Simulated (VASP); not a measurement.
# Na (I4/mmm) in VASP: further runs, part 2 of 2

VASP 6.6.1. Earlier steps stand in the parts before.

## Step 3: Single point, LDA

This run uses another cell than the first one, of 31.99 Å³/atom, 1.016 times its volume.

The input, INCAR:

```
SYSTEM = Na
PREC = Accurate ; ENCUT = 520
EDIFF = 1E-6 ; ISMEAR = 0
SIGMA = 0.15 ; LREAL = .False.
LASPH = .True. ; NELM = 60
ALGO = Fast ; ISIF = 2
LWAVE = .False. ; LCHARG = .False.
GGA = CA ; NBANDS = 10
```

The input, KPOINTS:

```
Automatic mesh
0
Gamma
  18 18 18
  0 0 0
```

The input, POSCAR:

```
Na
1.0
   -1.8102542474      1.8102542474      2.4404000000
    1.8102542474     -1.8102542474      2.4404000000
    1.8102542474      1.8102542474     -2.4404000000
Na
1
Direct
    0.0000000000      0.0000000000      0.0000000000
```

Potentials or basis: VASP PAW LDA potentials, release 64 (Na_pv).

Started as:

```bash
cat potpaw_LDA.64/Na_pv/POTCAR > POTCAR
mpirun -np 1 vasp_std > vasp.out
```

OUTCAR:

```text
SYSTEM = Na
   PREC = Accurate
   ENCUT = 520
   EDIFF = 1E-6
   ISMEAR = 0
   LREAL = .False.
   LASPH = .True.
   NELM = 60
   ISIF = 2
   GGA = CA

 ion  position               nearest neighbor table
   1  0.000  0.000  0.000-

  LATTYP: Found a body centered tetragonal cell.
 ALAT       =     3.6205084948
 C/A-ratio  =     1.3480979280

  Lattice vectors:

 A1 = (  -1.8102542474,   1.8102542474,   2.4404000000)
 A2 = (   1.8102542474,  -1.8102542474,   2.4404000000)
 A3 = (   1.8102542474,   1.8102542474,  -2.4404000000)
[... 492 lines left out ...]

 [... further k-points ...]

------------------------ aborting loop because EDIFF is reached ----------------------------------------

  FORCE on cell =-STRESS in cart. coord.  units (eV):
  Direction    XX          YY          ZZ          XY          YZ          ZX
  --------------------------------------------------------------------------------------
  -------------------------------------------------------------------------------------
  Total        0.0495996      0.0495996      0.0583798      0.0000000      0.0000000      0.0000000
  in kB        2.4842129      2.4842129      2.9239732      0.0000000      0.0000000      0.0000000
  external PRESSURE =       2.6307996 kB  Pullay stress =       0.0000000 kB

 VOLUME and BASIS-vectors are now :
 -----------------------------------------------------------------------------
  energy-cutoff  :      520.00
  volume of cell :       31.99
      direct lattice vectors                 reciprocal lattice vectors
    -1.810254247  1.810254247  2.440400000     0.000000000  0.276204296  0.204884445
     1.810254247 -1.810254247  2.440400000     0.276204296  0.000000000  0.204884445
     1.810254247  1.810254247 -2.440400000     0.276204296  0.276204296  0.000000000

 POSITION                                       TOTAL-FORCE (eV/Angst)
 -----------------------------------------------------------------------------------
      0.00000      0.00000      0.00000         0.000000      0.000000      0.000000
 -----------------------------------------------------------------------------------
    total drift:                               -0.000000     -0.000000     -0.000000

  FREE ENERGIE OF THE ION-ELECTRON SYSTEM (eV)
  ---------------------------------------------------
  free  energy   TOTEN  =        -1.4556833629 eV

  energy  without entropy=       -1.4508613034  energy(sigma->0) =       -1.45327233
```

OSZICAR:

```text
N       E                     dE             d eps       ncg     rms          rms(c)
DAV:   1     0.290132410658E+02    0.29013E+02   -0.38265E+03  9616   0.598E+02
DAV:   2    -0.855894504342E+00   -0.29869E+02   -0.29704E+02  9950   0.153E+02
DAV:   3    -0.145394857186E+01   -0.59805E+00   -0.59752E+00 11560   0.231E+01
DAV:   4    -0.145820103927E+01   -0.42525E-02   -0.42520E-02 11244   0.193E+00
DAV:   5    -0.145825531478E+01   -0.54276E-04   -0.54275E-04 10994   0.216E-01    0.214E-01
RMM:   6    -0.145664554320E+01    0.16098E-02   -0.37862E-04 12971   0.222E-01    0.137E-01
RMM:   7    -0.145568827814E+01    0.95727E-03   -0.50840E-04 13273   0.207E-01    0.222E-02
RMM:   8    -0.145567948570E+01    0.87924E-05   -0.15162E-04 13103   0.209E-01    0.333E-03
RMM:   9    -0.145568284409E+01   -0.33584E-05   -0.30952E-05 14699   0.619E-02    0.278E-03
RMM:  10    -0.145568336292E+01   -0.51884E-06   -0.71618E-06 13328   0.457E-02
   1 F= -.14556834E+01 E0= -.14532723E+01  d E =-.482206E-02
```

stdout:

```text
POSCAR found type information on POSCAR Na
 POSCAR found :  1 types and       1 ions
 scaLAPACK will be used
 LDA part: xc-table for (Slater(with rela. corr.)+CA(PZ))
 , standard interpolation
 POSCAR, INCAR and KPOINTS ok, starting setup
 FFT: planning ... GRIDC
 FFT: planning ... GRID_SOFT
 FFT: planning ... GRID
 WAVECAR not read
 entering main loop
WARNING in EDDRMM: call to ZHEGV failed, returncode =   8  4     10
```

Wall time 94 s (1 thread of Intel Xeon 6975P-C, shared host); peak memory 0.23 GiB.

Results:

* Free energy: -1.4557 eV
* Pressure: 0.3 GPa

## Step 4: Single point, LDA

This run uses another cell than the first one, of 32.10 Å³/atom, 1.019 times its volume.

The input, INCAR:

```
PREC     = Accurate       # precision mode
ENCUT    = 520            # plane-wave cutoff, eV
EDIFF    = 1E-6           # SCF threshold, eV
ISMEAR   = 0              # smearing method
SIGMA    = 0.15           # smearing width, eV
LREAL    = F              # projectors in reciprocal space
LASPH    = T              # aspherical terms in the spheres
NELM     = 80             # most SCF steps
ALGO     = Fast           # electronic algorithm
ISIF     = 2              # what is computed and relaxed
LWAVE    = F              # write WAVECAR
LCHARG   = F              # write CHGCAR
GGA      = CA             # functional
NBANDS   = 10             # bands
```

The input, KPOINTS:

```
regular mesh
0
Gamma
  18 18 18
```

The input, POSCAR:

```
Na
1.0
   -1.8525000000      1.8525000000      2.3387000000
    1.8525000000     -1.8525000000      2.3387000000
    1.8525000000      1.8525000000     -2.3387000000
Na
1
Direct
    0.0000000000      0.0000000000      0.0000000000
```

Started as:

```bash
cat potpaw_LDA.64/Na_pv/POTCAR > POTCAR
mpirun -np 1 vasp_std > vasp.out
```

It took 91 s on 1 thread of Intel Xeon 6975P-C, shared host; peak memory 0.23 GiB.

The run converged. Its results:

```yaml
Free_energy: -1.4556 eV
Pressure: 0.2 GPa
```

Levels at points of the mesh, in eV from the Fermi level:
```csv
k point,band 1,band 2,band 3,band 4,band 5,band 6,band 7,band 8,band 9
"(0.00, 0.00, 0.00)",-24.84,-24.84,-24.84,-3.60,11.87,11.87,12.32,13.43,13.97
"(0.50, 0.00, 0.00)",-24.90,-24.85,-24.84,0.61,1.09,10.09,11.41,11.45,11.49
"(0.50, 0.50, 0.00)",-24.90,-24.86,-24.85,1.52,2.11,7.15,8.32,8.39,10.50
"(0.50, 0.50, 0.50)",-24.90,-24.87,-24.87,2.86,3.30,6.01,6.94,6.94,9.49
```

## Step 5: Single point, LDA

This run uses another cell than the first one, of 32.28 Å³/atom, 1.025 times its volume.

The input, INCAR:

```
PREC     = Accurate       # precision mode
ENCUT    = 520            # plane-wave cutoff, eV
EDIFF    = 1E-7           # SCF threshold, eV
ISMEAR   = 0              # smearing method
SIGMA    = 0.15           # smearing width, eV
LREAL    = False          # projectors in reciprocal space
LASPH    = True           # aspherical terms in the spheres
NELM     = 100            # most SCF steps
ALGO     = Fast           # electronic algorithm
ISIF     = 2              # what is computed and relaxed
LWAVE    = False          # write WAVECAR
LCHARG   = True           # write CHGCAR
GGA      = CA             # functional
LELF     = True           # ELF
LVHAR    = True         
NBANDS   = 10             # bands
```

KPOINTS is that of step 4.

The input, POSCAR:

```
Na
1.0
   -1.6835500000      1.6835500000      2.8471500000
    1.6835500000     -1.6835500000      2.8471500000
    1.6835500000      1.6835500000     -2.8471500000
Na
1
Direct
    0.0000000000      0.0000000000      0.0000000000
```

Started as:

```bash
cat potpaw_LDA.64/Na_pv/POTCAR > POTCAR
mpirun -np 1 vasp_std > vasp.out
```

Run time: 2 min. Hardware: 1 thread of Intel Xeon 6975P-C, shared host; peak memory 0.23 GiB.

It converged, with:

| Quantity | Value |
| --- | --- |
| Free energy | -1.4467 eV |
| Pressure | 0.3 GPa |

Stress tensor (GPa, compression positive):
```
 0.66  0.00  0.00
 0.00  0.66  0.00
 0.00  0.00 -0.34
```

Levels at points of the mesh, in eV from the Fermi level:
| k point | band 2 | band 3 | band 4 | band 5 | band 6 | band 7 |
| --- | --- | --- | --- | --- | --- | --- |
| (0.00, 0.00, 0.00) | -24.86 | -24.86 | -3.59 | 11.58 | 12.41 | 12.41 |
| (0.50, 0.00, 0.00) | -24.87 | -24.86 | 0.64 | 1.13 | 9.35 | 9.78 |
| (0.50, 0.50, 0.00) | -24.90 | -24.87 | 2.64 | 3.13 | 6.36 | 7.17 |
| (0.50, 0.50, 0.50) | -24.87 | -24.87 | 0.78 | 1.30 | 7.87 | 9.29 |

## Step 6: The runs side by side

```tsv
cell	further INCAR settings	gap on the mesh (eV)	pressure (GPa)
a = 3.598 Å, angles 122.7, 122.7, 85.4°, 1 atom	ALGO = Fast; EDIFF = 1e-06; NBANDS = 10	none	0.4
a = 3.537 Å, angles 118.4, 118.4, 92.7°, 1 atom	ALGO = Fast; EDIFF = 1e-06; NBANDS = 10	none	0.3
a = 3.512 Å, angles 116.3, 116.3, 96.5°, 1 atom	ALGO = Fast; EDIFF = 1e-06; NBANDS = 10	none	0.2
a = 3.711 Å, angles 126.0, 126.0, 79.8°, 1 atom	ALGO = Fast; EDIFF = 1e-07; NBANDS = 10	none	0.3
```

Alike in all rows: task single point; level LDA; potentials or basis VASP PAW LDA potentials, release 64 (Na_pv); no spin polarisation; k mesh 18 × 18 × 18; cutoff (eV) 520; smearing gaussian 0.15 eV.

Total energies depend on the potentials used, so only differences within one code and one set of settings carry meaning.
